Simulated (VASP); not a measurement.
# Mo (Immm) in VASP: a series of runs

Runs on Mo. Level: PBE. Tasks: single point.

Program: VASP 6.6.1. These are calculated values, not measurements. Logs are shortened: lines on timing, memory, paths and dates and some standing lists are left out, and cuts for length are marked.

### Step 1. The cell of the first run

The structure is orthorhombic, space group Immm (No. 71). The conventional cell has a = 2.813 Å, b = 3.176 Å, c = 3.492 Å, α = 90.00°, β = 90.00°, γ = 90.00°. Within 3.6 Å of Mo (site symmetry mmm) lie 14 Mo at 2.75 to 3.49 Å.

### Step 2. Single point, PBE

File INCAR:

```
SYSTEM = Mo
PREC = Accurate ; ENCUT = 520
EDIFF = 1E-6 ; ISMEAR = 0
SIGMA = 0.15 ; LREAL = .FALSE.
LASPH = .TRUE. ; NELM = 80
ALGO = Fast ; ISIF = 2
LWAVE = .FALSE. ; LCHARG = .FALSE.
GGA = PE ; NBANDS = 13
```

File KPOINTS:

```
Automatic mesh
0
G
  20 20 20
  0 0 0
```

File POSCAR:

```
Mo
1.0
   -1.5881351067      1.7461585004      1.4064082039
    1.5881351067     -1.7461585004      1.4064082039
    1.5881351067      1.7461585004     -1.4064082039
Mo
1
Direct
    0.0000000000      0.0000000000      0.0000000000
```

Potentials or basis: VASP PAW PBE potentials, release 64 (Mo_sv).

The run is started by

```
> cat potpaw_PBE.64/Mo_sv/POTCAR > POTCAR
> mpirun -np 1 vasp_std > vasp.out
```

OUTCAR:

```text
SYSTEM = Mo
   PREC = Accurate
   ENCUT = 520
   EDIFF = 1E-6
   ISMEAR = 0
   LREAL = .FALSE.
   LASPH = .TRUE.
   NELM = 80
   ISIF = 2
   GGA = PE

 ion  position               nearest neighbor table
   1  0.000  0.000  0.000-

  LATTYP: Found a body centered orthorhombic cell.
 ALAT       =     2.8128164078
 B/A-ratio  =     1.1292134832
 C/A-ratio  =     1.2415730337

  Lattice vectors:

 A1 = (   1.5881351067,  -1.7461585004,   1.4064082039)
 A2 = (  -1.5881351067,  -1.7461585004,  -1.4064082039)
 A3 = (   1.5881351067,   1.7461585004,  -1.4064082039)

Analysis of symmetry for initial positions (statically):
=====================================================================
 Subroutine PRICEL returns:
 Original cell was already a primitive cell.

 Routine SETGRP: Setting up the symmetry group for a
 body centered orthorhombic supercell.

 Subroutine GETGRP returns: Found  8 space group operations
 (whereof  8 operations were pure point group operations)
 out of a pool of  8 trial point group operations.

The static configuration has the point symmetry D_2h.

Analysis of symmetry for dynamics (positions and initial velocities):
=====================================================================
 Subroutine PRICEL returns:
 Original cell was already a primitive cell.

 Routine SETGRP: Setting up the symmetry group for a
 body centered orthorhombic supercell.

 Subroutine GETGRP returns: Found  8 space group operations
 (whereof  8 operations were pure point group operations)
 out of a pool of  8 trial point group operations.

The dynamic configuration has the point symmetry D_2h.

 Subroutine INISYM returns: Found  8 space group operations
 (whereof  8 operations are pure point group operations),
 and found     1 'primitive' translations

----------------------------------------------------------------------------------------

                                     Primitive cell

  volume of cell :      15.6006

  direct lattice vectors                    reciprocal lattice vectors
    -1.588135107  1.746158500  1.406408204     0.000000000  0.286342849  0.355515560
     1.588135107 -1.746158500  1.406408204     0.314834675  0.000000000  0.355515560
     1.588135107  1.746158500 -1.406408204     0.314834675  0.286342849  0.000000000

  length of vectors
     2.747585606  2.747585606  2.747585606     0.456490461  0.474881233  0.425573848

  position of ions in fractional coordinates (direct lattice)
     0.000000000  0.000000000  0.000000000

  ion indices of the primitive-cell ions
   primitive index   ion index
                 1           1

----------------------------------------------------------------------------------------

 KPOINTS: Automatic mesh

Automatic generation of k-mesh.
 Grid dimensions read from file:
 generate k-points for:   20   20   20

 Generating k-lattice:

  Cartesian coordinates                     Fractional coordinates (reciprocal lattice)
     0.000000000  0.014317142  0.017775778     0.050000000  0.000000000  0.000000000
     0.015741734  0.000000000  0.017775778     0.000000000  0.050000000  0.000000000
     0.015741734  0.014317142  0.000000000     0.000000000  0.000000000  0.050000000

  Length of vectors
     0.022824523  0.023744062  0.021278692

  Shift w.r.t. Gamma in fractional coordinates (k-lattice)
     0.000000000  0.000000000  0.000000000

 Subroutine IBZKPT returns following result:
 ===========================================

 Found   1166 irreducible k-points:

 Following reciprocal coordinates:
            Coordinates               Weight
  0.000000  0.000000  0.000000      1.000000
  0.050000  0.000000 -0.000000      4.000000
  0.100000  0.000000 -0.000000      4.000000
  0.150000 -0.000000  0.000000      4.000000
  0.200000  0.000000 -0.000000      4.000000
  0.250000  0.000000  0.000000      4.000000
[... 16 lines left out ...]
 -0.450000  0.050000 -0.000000      8.000000
 -0.400000  0.050000  0.000000      8.000000
 [... further k-points ...]
   k-points           NKPTS =   1166   k-points in BZ     NKDIM =   1166   number of bands    NBANDS=     13
   number of dos      NEDOS =    301   number of ions     NIONS =      1
   total plane-waves  NPLWV =   8000
   dimension x,y,z NGX =    20 NGY =   20 NGZ =   20
   dimension x,y,z NGXF=    40 NGYF=   40 NGZF=   40
   ions per type =               1
   NGX,Y,Z   is equivalent  to a cutoff of  12.10, 12.10, 12.10 a.u.
   NGXF,Y,Z  is equivalent  to a cutoff of  24.20, 24.20, 24.20 a.u.
 SYSTEM =  Mo
   PREC   = accura    normal or accurate (medium, high low for compatibility)
   ISTART =      0    job   : 0-new  1-cont  2-samecut
   ICHARG =      2    charge: 1-file 2-atom 10-const
   ISPIN  =      1    spin polarized calculation?
   LNONCOLLINEAR =      F non collinear calculations
   LSORBIT =      F    spin-orbit coupling
   LASPH  =      T    aspherical Exc in radial PAW
   ENCUT  =  520.0 eV  38.22 Ry    6.18 a.u.   5.11  5.11  5.11*2*pi/ulx,y,z
   NELM   =     80;   NELMIN=  2; NELMDL= -5     # of ELM steps
   EDIFF  = 0.1E-05   stopping-criterion for ELM
   LREAL  =      F    real-space projection
   EDIFFG = 0.1E-04   stopping-criterion for IOM
   NSW    =      0    number of steps for IOM
   IBRION =     -1    ionic relax: 0-MD 1-quasi-New 2-CG
   NFREE  =      0    steps in history (QN), initial steepest desc. (CG)
   ISIF   =      2    stress and relaxation
   ISYM   =      2    0-nonsym 1-usesym 2-fastsym
   POTIM  = 0.5000    time-step for ionic-motion
   TEBEG  =    0.0;   TEEND  =   0.0 temperature during run
   PSTRESS=    0.0 pullay stress
   NELECT =      14.0000    total number of electrons
   NUPDOWN=      -1.0000    fix difference up-down
   EMIN   =  10.00;   EMAX   =-10.00  energy-range for DOS
   EFERMI =   0.00;   METHOD = LEGACY
   ISMEAR =     0;   SIGMA  =   0.15  broadening in eV -4-tet -1-fermi 0-gaus
   EFERMI_NEDOS =   21; number of points for ismear=-14 and -15
   IALGO  =     68    algorithm
   IMIX   =      4    mixing-type and parameters
     AMIX     =   0.40;   BMIX     =  1.00
     AMIX_MAG =   1.60;   BMIX_MAG =  1.00
  volume/ion in A,a.u.               =      15.60       105.28
  Fermi-wavevector in a.u.,A,eV,Ry     =   1.579077  2.984023 33.925918  2.493485
  Thomas-Fermi vector in A             =   2.679511
   LORBIT       =      0    0 simple, 1 ext, 2 COOP (PROOUT), +10 PAW based schemes
   GGA     = PE    functional components
   LHFCALC =     F    Hartree Fock is set to
   AEXX    =    0.0000 exact exchange contribution
   IVDW    =     0    specifies the selected vdW correction
   LEPSILON=     F    determine dielectric tensor
   LRPA    =     F    only Hartree local field effects (RPA)
 non-spin polarized calculation
 RMM-DIIS sequential band-by-band and
 Gauss-broadening in eV      SIGMA  =   0.15
  energy-cutoff  :      520.00
  volume of cell :       15.60
 maximum number of plane-waves:       435
   NGX = 11   NGY = 11   NGZ = 11

 number of electron      13.9999999 magnetization

 Free energy of the ion-electron system (eV)
  ---------------------------------------------------
  ext. energy  EPLUGINS =         0.00000000
  ---------------------------------------------------
  free energy    TOTEN  =       -10.65704613 eV

  energy without entropy =      -10.64617845  energy(sigma->0) =      -10.65161229

 E-fermi :  12.4911     XC(G=0): -13.3871

 val. band max:       12.4894470697   @ k =   0.4500   0.1500   0.0000
 cond. band min:      12.4929093828   @ k =  -0.1000   0.0500   0.0000
 fundamental gap:      0.0034623132
 Fermi energy:        12.4911427674

 k-point     1 :       0.0000    0.0000    0.0000
  band No.  band energies     occupation
      1     -48.5904      2.00000
      2     -21.9400      2.00000
      3     -21.8778      2.00000
      4     -21.7322      2.00000
      5       5.3992      2.00000
      6      10.2028      2.00000
      7      11.9169      2.00000
      8      12.5957      0.32406
      9      12.7118      0.03748
     10      15.2519      0.00000
     11      26.0017      0.00000
     12      27.5208      0.00000
     13      30.2279      0.00000

 k-point     2 :       0.0500    0.0000   -0.0000
  band No.  band energies     occupation
      1     -48.5834      2.00000
      2     -21.9497      2.00000
      3     -21.8955      2.00000
      4     -21.7573      2.00000
      5       5.5151      2.00000
      6      10.2497      2.00000
      7      11.8705      2.00000
      8      12.6238      0.21093
      9      12.6797      0.07539
     10      15.1654      0.00000
     11      26.2330      0.00000
     12      27.7355      0.00000
     13      30.1540      0.00000

 k-point     3 :       0.1000    0.0000   -0.0000
  band No.  band energies     occupation
      1     -48.5630      2.00000
      2     -21.9777      2.00000
      3     -21.9707      2.00000
      4     -21.8057      2.00000
      5       5.8495      2.00000
      6      10.3576      2.00000
      7      11.6970      2.00000
      8      12.6307      0.18836
      9      12.7631      0.01036
     10      14.9415      0.00000
     11      26.8526      0.00000
     12      28.3601      0.00000
     13      29.8301      0.00000
[... 305 lines left out ...]
 k-point    23 :      -0.4500    0.0500   -0.0000
  band No.  band energies     occupation
      1     -48.3140      2.00000
      2     -23.1827      2.00000
      3     -22.3149      2.00000
      4     -21.9661      2.00000
      5       7.4973      2.00000
      6       9.3725      2.00000
      7      13.3471      0.00000
      8      13.5704      0.00000
      9      15.8994      0.00000
     10      16.7971      0.00000
     11      24.3474      0.00000
     12      26.3215      0.00000
     13      30.0065      0.00000

 k-point    24 :      -0.4000    0.0500    0.0000
  band No.  band energies     occupation
      1     -48.3428      2.00000
      2     -23.0494      2.00000
      3     -22.2808      2.00000
      4     -21.9480      2.00000
      5       7.6304      2.00000
      6       9.5517      2.00000
      7      12.6668      0.09779
      8      13.5061      0.00000
      9      15.2957      0.00000
     10      16.0956      0.00000
     11      24.7272      0.00000
     12      27.7641      0.00000
     13      31.1786      0.00000

 [... further k-points ...]
[... 5 lines left out ...]
  --------------------------------------------------------------------------------------
  -------------------------------------------------------------------------------------
  Total        0.3190144     -0.7635778      2.5672317      0.0000000      0.0000000     -0.0000000
  in kB       32.7626032    -78.4190149    263.6532668      0.0000000      0.0000000     -0.0000000
  external PRESSURE =      72.6656184 kB  Pullay stress =       0.0000000 kB

 VOLUME and BASIS-vectors are now :
 -----------------------------------------------------------------------------
  energy-cutoff  :      520.00
  volume of cell :       15.60
      direct lattice vectors                 reciprocal lattice vectors
    -1.588135107  1.746158500  1.406408204     0.000000000  0.286342849  0.355515560
     1.588135107 -1.746158500  1.406408204     0.314834675  0.000000000  0.355515560
     1.588135107  1.746158500 -1.406408204     0.314834675  0.286342849  0.000000000

 POSITION                                       TOTAL-FORCE (eV/Angst)
 -----------------------------------------------------------------------------------
      0.00000      0.00000      0.00000         0.000000     -0.000000      0.000000
 -----------------------------------------------------------------------------------
    total drift:                                0.000000     -0.000000      0.000000

  FREE ENERGIE OF THE ION-ELECTRON SYSTEM (eV)
  ---------------------------------------------------
  free  energy   TOTEN  =       -10.6570461264 eV

  energy  without entropy=      -10.6461784483  energy(sigma->0) =      -10.65161229
```

Run time: 3.4 min. Hardware: 1 thread of Intel Xeon Platinum 8259CL at 2.50GHz (Skylake/Cascade Lake), shared host; peak memory 0.31 GiB.

Results:

* Free energy: -10.6570 eV
* Pressure: 7.3 GPa
* Band gap on the k mesh: zero (band 7 reaches 16.42 eV, above the bottom of band 8 at 11.27 eV)

Caveat: the cell differs from its parent crystal (strain +e along x and -e along y -0.0500, strain +e along z and -e/2 along x and y -0.1100).

### Step 3. Single point, PBE

File INCAR:

```
PREC     = Accurate       # precision mode
ENCUT    = 520            # plane-wave cutoff, eV
EDIFF    = 1E-6           # SCF threshold, eV
ISMEAR   = 0              # smearing method
SIGMA    = 0.15           # smearing width, eV
LREAL    = False          # projectors in reciprocal space
LASPH    = True           # aspherical terms in the spheres
NELM     = 60             # most SCF steps
ALGO     = Fast           # electronic algorithm
ISIF     = 2              # what is computed and relaxed
LWAVE    = False          # write WAVECAR
LCHARG   = False          # write CHGCAR
GGA      = PE             # functional
NBANDS   = 13             # bands
```

File KPOINTS:

```
Automatic mesh
0
Gamma
  20 20 20
```

File POSCAR:

```
Mo
1.0
   -1.4143093736      1.5723327673      1.7540596701
    1.4143093736     -1.5723327673      1.7540596701
    1.4143093736      1.5723327673     -1.7540596701
Mo
1
Direct
    0.0000000000      0.0000000000      0.0000000000
```

Potentials or basis: VASP PAW PBE potentials, release 64 (Mo_sv).

The run is started by

```
> cat potpaw_PBE.64/Mo_sv/POTCAR > POTCAR
> mpirun -np 1 vasp_std > vasp.out
```

Run time: 3.2 min. Hardware: 1 thread of Intel Xeon Platinum 8259CL at 2.50GHz (Skylake/Cascade Lake), shared host; peak memory 0.32 GiB.

It converged, with:

| Quantity | Value |
| --- | --- |
| Free energy | -10.6635 eV |
| Pressure | 7.1 GPa |
| Band gap on the k mesh | zero (band 7 reaches 16.39 eV, above the bottom of band 8 at 11.33 eV) |

Stress tensor (GPa, compression positive):
```
25.22  0.00  0.00
 0.00  4.88  0.00
 0.00  0.00 -8.81
```

Levels at points of the mesh, in eV from the Fermi level:
| k point | band 3 | band 4 | band 5 | band 6 | band 7 | band 8 | band 9 | band 10 | band 11 | band 12 |
| --- | --- | --- | --- | --- | --- | --- | --- | --- | --- | --- |
| (0.00, 0.00, 0.00) | -34.36 | -34.24 | -7.10 | -2.20 | -0.70 | 0.15 | 0.24 | 2.71 | 13.45 | 15.21 |
| (0.50, 0.00, 0.00) | -34.55 | -34.35 | -5.03 | -1.65 | -0.16 | 0.99 | 2.18 | 4.60 | 10.88 | 12.75 |
| (0.00, 0.50, 0.00) | -34.81 | -34.45 | -5.16 | -3.14 | 0.66 | 1.99 | 3.84 | 4.44 | 11.97 | 12.14 |
| (0.50, 0.50, 0.50) | -35.32 | -34.90 | -5.49 | -5.03 | 3.90 | 4.27 | 4.53 | 6.56 | 9.23 | 12.21 |

Caveat: the cell differs from its parent crystal (strain +e along x and -e along y -0.0500, strain +e along z and -e/2 along x and y +0.1100).

### Step 4. Single point, PBE

File INCAR:

```
ALGO = Fast
EDIFF = 1E-6
ENCUT = 520
GGA = PE
ISIF = 2
ISMEAR = 0
LASPH = True
LCHARG = False
LREAL = False
LWAVE = False
NBANDS = 13
NELM = 80
PREC = Accurate
SIGMA = 0.15
```

File KPOINTS:

```
k-points
0
Gamma
  20 20 20
```

File POSCAR:

```
Mo
1.0
   -1.4222105433      1.7382573307      1.5802339370
    1.4222105433     -1.7382573307      1.5802339370
    1.4222105433      1.7382573307     -1.5802339370
Mo
1
Direct
    0.0000000000      0.0000000000      0.0000000000
```

The run is started by

```
> cat potpaw_PBE.64/Mo_sv/POTCAR > POTCAR
> mpirun -np 1 vasp_std > vasp.out
```

Wall time 3.3 min (1 thread of Intel Xeon Platinum 8259CL at 2.50GHz (Skylake/Cascade Lake), shared host); peak memory 0.31 GiB.

Results (log left out):

| Item | Value |
| --- | --- |
| Free energy | -10.6877 eV |
| Pressure | 6.4 GPa |
| Band gap on the k mesh | zero (band 7 reaches 16.37 eV, above the bottom of band 8 at 11.28 eV) |

Stress tensor (GPa, compression positive):
```
 25.76   0.00   0.00
  0.00 -10.06   0.00
  0.00   0.00   3.53
```

Levels at points of the mesh, in eV from the Fermi level:
```csv
k point,band 5,band 6,band 7,band 8,band 9,band 10
"(0.00, 0.00, 0.00)",-7.11,-2.21,-0.74,0.09,0.24,2.67
"(0.50, 0.00, 0.00)",-5.05,-1.76,-0.04,1.00,2.10,4.59
"(0.50, 0.50, 0.00)",-5.18,-3.22,0.77,1.97,3.75,4.47
"(0.50, 0.50, 0.50)",-5.49,-5.07,3.89,4.21,4.48,6.75
```

Caveat: the cell differs from its parent crystal (strain +e along x and -e along y -0.1000, strain +e along z and -e/2 along x and y +0.0000).

### Step 5. Overview

```csv
cell,gap on the mesh (eV),pressure (GPa)
"a = 2.748 Å, angles 109.4, 101.1, 118.4°, 1 atom",none,7.3
"a = 2.748 Å, angles 118.0, 110.2, 100.7°, 1 atom",none,7.1
"a = 2.746 Å, angles 117.6, 101.5, 109.7°, 1 atom",none,6.4
```

Alike in all rows: task single point; level PBE; potentials or basis VASP PAW PBE potentials, release 64 (Mo_sv); no spin polarisation; k mesh 20 × 20 × 20; cutoff (eV) 520; smearing gaussian 0.15 eV.

Total energies depend on the potentials used, so only differences within one code and one set of settings carry meaning.
